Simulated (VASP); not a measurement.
# InSe2 (P4/nmm) in VASP: single point with r2SCAN

Aim: the single point of InSe2 with r2SCAN.

Everything below comes from runs of VASP 6.6.1. Logs are shortened: lines on timing, memory, paths and dates and some standing lists are left out, and cuts for length are marked.

**1. The cell of the first run**

The structure is tetragonal, space group P4/nmm (No. 129). Conventional cell: a = 3.861 Å, b = 3.861 Å, c = 9.552 Å, α = 90.00°, β = 90.00°, γ = 90.00°. Within 3.7 Å of In (site symmetry 4mm) lie 9 Se at 2.81 to 3.42 Å. Se (site symmetry 4mm) has 5 In at 2.81 to 3.25 Å and 12 Se at 3.77 to 3.97 Å within 4.0 Å. Within 3.6 Å of Se (site symmetry -4m2) lie 4 Se at 2.73 Å and 4 In at 3.42 Å.

**2. Single point, r2SCAN**

Contents of POSCAR:

```
InSe2
1.0
    3.8607289360      0.0000000000      0.0000000000
    0.0000000000      3.8607289360      0.0000000000
    0.0000000000      0.0000000000      9.5518395657
In Se
2 4
Direct
    0.0000000000      0.5000000000      0.7040927304
    0.5000000000      0.0000000000      0.2959072696
    0.0000000000      0.5000000000      0.3636773708
    0.5000000000      0.0000000000      0.6363226292
    0.0000000000      0.0000000000      0.0000000000
    0.5000000000      0.5000000000      0.0000000000
```

Contents of INCAR.step1:

```
SYSTEM = InSe2
ALGO     = Normal         ! electronic algorithm
EDIFF    = 1E-4           ! SCF threshold, eV
ENCUT    = 520            ! plane-wave cutoff, eV
GGA      = PE             ! functional
ISMEAR   = 0              ! smearing method
LASPH    = .TRUE.         ! aspherical terms in the spheres
LCHARG   = .FALSE.        ! write CHGCAR
LREAL    = .FALSE.        ! projectors in reciprocal space
LWAVE    = .TRUE.         ! write WAVECAR
NBANDS   = 34             ! bands
NELM     = 80             ! most SCF steps
PREC     = Accurate       ! precision mode
SIGMA    = 0.1            ! smearing width, eV
```

Contents of INCAR.step2:

```
SYSTEM = InSe2
ALGO     = Normal         ! electronic algorithm
EDIFF    = 1E-6           ! SCF threshold, eV
ENCUT    = 520            ! plane-wave cutoff, eV
ISIF     = 2              ! what is computed and relaxed
ISMEAR   = 0              ! smearing method
ISTART   = 1            
LASPH    = .TRUE.         ! aspherical terms in the spheres
LCHARG   = .FALSE.        ! write CHGCAR
LMIXTAU  = .TRUE.       
LREAL    = .FALSE.        ! projectors in reciprocal space
LWAVE    = .FALSE.        ! write WAVECAR
METAGGA  = R2SCAN         ! meta-GGA
NBANDS   = 34             ! bands
NELM     = 80             ! most SCF steps
PREC     = Accurate       ! precision mode
SIGMA    = 0.1            ! smearing width, eV
```

Contents of KPOINTS:

```
k-points
0
G
  10 10 4
  0 0 0
```

Potentials or basis: VASP PAW PBE potentials, release 64 (In_d, Se).

On the command line:

```console
$ cat potpaw_PBE.64/In_d/POTCAR potpaw_PBE.64/Se/POTCAR > POTCAR
$ cp INCAR.step1 INCAR
$ mpirun -np 1 vasp_std > vasp.out
$ cp INCAR.step2 INCAR
$ mpirun -np 1 vasp_std > vasp.out
```

OUTCAR:

```text
SYSTEM = InSe2
   EDIFF = 1E-6
   ENCUT = 520
   ISIF = 2
   ISMEAR = 0
   ISTART = 1
   LASPH = .TRUE.
   LREAL = .FALSE.
   METAGGA = R2SCAN
   NELM = 80
   PREC = Accurate

 ion  position               nearest neighbor table
   1  0.000  0.500  0.704-   4 2.81   4 2.81   4 2.81   4 2.81   3 3.25
   2  0.500  0.000  0.296-   3 2.81   3 2.81   3 2.81   3 2.81   4 3.25
   3  0.000  0.500  0.364-   2 2.81   2 2.81   2 2.81   2 2.81   1 3.25
   4  0.500  0.000  0.636-   1 2.81   1 2.81   1 2.81   1 2.81   2 3.25
   5  0.000  0.000  0.000-   6 2.73   6 2.73   6 2.73   6 2.73
   6  0.500  0.500  0.000-   5 2.73   5 2.73   5 2.73   5 2.73

  LATTYP: Found a simple tetragonal cell.
 ALAT       =     3.8607289360
 C/A-ratio  =     2.4741026174

  Lattice vectors:

 A1 = (   3.8607289360,   0.0000000000,   0.0000000000)
 A2 = (   0.0000000000,   3.8607289360,   0.0000000000)
 A3 = (   0.0000000000,   0.0000000000,   9.5518395657)

Analysis of symmetry for initial positions (statically):
=====================================================================
 Subroutine PRICEL returns:
 Original cell was already a primitive cell.

 Routine SETGRP: Setting up the symmetry group for a
 simple tetragonal supercell.

 Subroutine GETGRP returns: Found 16 space group operations
 (whereof  8 operations were pure point group operations)
 out of a pool of 16 trial point group operations.

The static configuration has the point symmetry D_2d.
 The point group associated with its full space group is D_4h.

Analysis of symmetry for dynamics (positions and initial velocities):
=====================================================================
 Subroutine PRICEL returns:
 Original cell was already a primitive cell.

 Routine SETGRP: Setting up the symmetry group for a
 simple tetragonal supercell.

 Subroutine GETGRP returns: Found 16 space group operations
 (whereof  8 operations were pure point group operations)
 out of a pool of 16 trial point group operations.

The dynamic configuration has the point symmetry D_2d.
 The point group associated with its full space group is D_4h.

 Subroutine INISYM returns: Found 16 space group operations
 (whereof  8 operations are pure point group operations),
 and found     1 'primitive' translations

[... 103 lines left out ...]
   LREAL  =      F    real-space projection
   EDIFFG = 0.1E-04   stopping-criterion for IOM
   NSW    =      0    number of steps for IOM
   IBRION =     -1    ionic relax: 0-MD 1-quasi-New 2-CG
   NFREE  =      0    steps in history (QN), initial steepest desc. (CG)
   ISIF   =      2    stress and relaxation
   ISYM   =      2    0-nonsym 1-usesym 2-fastsym
   POTIM  = 0.5000    time-step for ionic-motion
   TEBEG  =    0.0;   TEEND  =   0.0 temperature during run
   PSTRESS=    0.0 pullay stress
   NELECT =      50.0000    total number of electrons
   NUPDOWN=      -1.0000    fix difference up-down
   EMIN   =  10.00;   EMAX   =-10.00  energy-range for DOS
   EFERMI =   0.00;   METHOD = LEGACY
   ISMEAR =     0;   SIGMA  =   0.10  broadening in eV -4-tet -1-fermi 0-gaus
   EFERMI_NEDOS =   21; number of points for ismear=-14 and -15
   IALGO  =     38    algorithm
   IMIX   =      4    mixing-type and parameters
     AMIX     =   0.40;   BMIX     =  1.00
     AMIX_MAG =   1.60;   BMIX_MAG =  1.00
  volume/ion in A,a.u.               =      23.73       160.13
  Fermi-wavevector in a.u.,A,eV,Ry     =   1.155020  2.182672 18.151150  1.334072
  Thomas-Fermi vector in A             =   2.291652
   LORBIT       =      0    0 simple, 1 ext, 2 COOP (PROOUT), +10 PAW based schemes
   METAGGA = R2SCAN    functional components
   LHFCALC =     F    Hartree Fock is set to
   AEXX    =    0.0000 exact exchange contribution
   IVDW    =     0    specifies the selected vdW correction
   LEPSILON=     F    determine dielectric tensor
   LRPA    =     F    only Hartree local field effects (RPA)
 non-spin polarized calculation
 Gauss-broadening in eV      SIGMA  =   0.10
  energy-cutoff  :      520.00
  volume of cell :      142.37
 maximum number of plane-waves:      3864
 NGX is ok and might be reduce to    30
   NGX = 15   NGY = 15   NGZ = 35

 number of electron      49.9999976 magnetization

 Free energy of the ion-electron system (eV)
  ---------------------------------------------------
  ext. energy  EPLUGINS =         0.00000000
  ---------------------------------------------------
  free energy    TOTEN  =      -103.99958490 eV

  energy without entropy =     -103.98572630  energy(sigma->0) =     -103.99265560

 E-fermi :   5.3215     XC(G=0): -10.5000

 val. band max:        5.3123242094   @ k =   0.4000   0.2000   0.0000
 cond. band min:       5.3271894726   @ k =   0.1000   0.0000   0.0000
 fundamental gap:      0.0148652632
 Fermi energy:         5.3215028301

 k-point     1 :       0.0000    0.0000    0.0000
  band No.  band energies     occupation
      1     -10.6684      2.00000
      2     -10.2612      2.00000
      3     -10.1967      2.00000
      4      -9.9884      2.00000
      5      -9.9850      2.00000
      6      -9.9604      2.00000
[... 877 lines left out ...]
     33      11.2519      0.00000
     34      12.0411      0.00000

 [... further k-points ...]

------------------------ aborting loop because EDIFF is reached ----------------------------------------

  FORCE on cell =-STRESS in cart. coord.  units (eV):
  Direction    XX          YY          ZZ          XY          YZ          ZX
  --------------------------------------------------------------------------------------
  -------------------------------------------------------------------------------------
  Total        0.0215523      0.0215523     -0.0055840      0.0000000     -0.0000000      0.0000000
  in kB        0.2425371      0.2425371     -0.0628392      0.0000000     -0.0000000      0.0000000
  external PRESSURE =       0.1407450 kB  Pullay stress =       0.0000000 kB

 VOLUME and BASIS-vectors are now :
 -----------------------------------------------------------------------------
  energy-cutoff  :      520.00
  volume of cell :      142.37
      direct lattice vectors                 reciprocal lattice vectors
     3.860728936  0.000000000  0.000000000     0.259018444  0.000000000  0.000000000
     0.000000000  3.860728936  0.000000000     0.000000000  0.259018444  0.000000000
     0.000000000  0.000000000  9.551839566     0.000000000  0.000000000  0.104691876

 POSITION                                       TOTAL-FORCE (eV/Angst)
 -----------------------------------------------------------------------------------
      0.00000      1.93036      6.72538        -0.000000     -0.000000     -0.001910
      1.93036      0.00000      2.82646         0.000000      0.000000      0.001910
      0.00000      1.93036      3.47379         0.000000      0.000000      0.004902
      1.93036      0.00000      6.07805         0.000000     -0.000000     -0.004902
      0.00000      0.00000      0.00000         0.000000     -0.000000      0.000000
      1.93036      1.93036      0.00000         0.000000      0.000000      0.000000
 -----------------------------------------------------------------------------------
    total drift:                                0.000000      0.000000      0.000000

  FREE ENERGIE OF THE ION-ELECTRON SYSTEM (eV)
  ---------------------------------------------------
  free  energy   TOTEN  =      -103.9995849026 eV

  energy  without entropy=     -103.9857263024  energy(sigma->0) =     -103.99265560
```

OUTCAR.step1:

```text
SYSTEM = InSe2
   EDIFF = 1E-4
   ENCUT = 520
   GGA = PE
   ISMEAR = 0
[... 1128 lines left out ...]
      0.00000      1.93036      3.47379        -0.000000      0.000000      0.119541
      1.93036      0.00000      6.07805        -0.000000     -0.000000     -0.119541
      0.00000      0.00000      0.00000        -0.000000     -0.000000      0.000000
      1.93036      1.93036      0.00000        -0.000000      0.000000      0.000000
 -----------------------------------------------------------------------------------
    total drift:                                0.000000      0.000000      0.000000

  FREE ENERGIE OF THE ION-ELECTRON SYSTEM (eV)
  ---------------------------------------------------
  free  energy   TOTEN  =       -20.2635918284 eV

  energy  without entropy=      -20.2481630432  energy(sigma->0) =      -20.25587744
```

Run time: 11 min. Hardware: 1 thread of Intel Xeon Platinum 8488C (Sapphire Rapids), shared host; peak memory 0.42 GiB.

What came out:

- Free energy: -103.9996 eV
- Pressure: 0.0 GPa
- Largest force: 0.005 eV/Å
- Band gap on the k mesh: zero (bands 25 and 26 overlap by 2.42 eV)

Forces in eV/Å, atoms in the order of the input:
```
In   0.000  0.000 -0.002
In   0.000  0.000  0.002
Se   0.000  0.000  0.005
Se   0.000  0.000 -0.005
Se   0.000  0.000  0.000
Se   0.000  0.000  0.000
```

Levels at points of the mesh, in eV from the Fermi level:
```csv
k point,band 22,band 23,band 24,band 25,band 26,band 27,band 28,band 29
"(0.00, 0.00, 0.00)",-2.16,-2.16,-1.88,0.13,0.43,3.09,3.09,3.63
"(0.50, 0.00, 0.00)",-2.07,-1.34,-1.34,-1.29,-1.29,1.93,1.93,3.37
"(0.50, 0.50, 0.00)",-3.75,-1.77,-1.77,-1.28,-1.28,2.96,2.96,4.27
"(0.00, 0.00, 0.50)",-2.09,-2.09,-1.04,0.13,0.48,2.35,3.09,3.09
"(0.50, 0.00, 0.50)",-1.65,-1.31,-1.31,-1.19,-1.19,1.39,1.39,3.77
"(0.50, 0.50, 0.50)",-3.57,-1.98,-1.98,-1.68,-1.68,3.79,3.79,4.89
```

Caveat: the PAW data sets were made with another functional, which shifts forces and pressure a little; spin-orbit coupling is left out, which moves the levels of the heavy elements.
